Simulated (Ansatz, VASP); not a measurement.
One calculation of Bi, two programs

```
Bi
1.0
     0.00000    3.58575    3.58575
     3.58575    0.00000    3.58575
     3.58575    3.58575    0.00000
Bi
2
Cartesian
  0.8964 0.8964 0.8964
  6.2751 6.2751 6.2751
```

Alike in both runs: task single point; functional PBEsol; k mesh 9 × 9 × 9; occupations fermi-dirac, width 0.1 eV; no spin polarisation.

```csv
,VASP,Ansatz
version,VASP 6.6.1,Ansatz 0.2.0
potentials or method,"VASP PAW PBE potentials, release 64 (Bi_d), cutoff 520 eV","plane waves (420 eV) with PAW, scalar-relativistic"
valence electrons in the cell,30,30
```

```csv
,VASP,Ansatz,Ansatz less VASP
pressure (GPa),-0.1,0.0,+0.02
```

VASP's potentials were made for PBE, not for PBEsol, and Ansatz warns of the same on its side.

Neither program's run includes spin-orbit coupling.
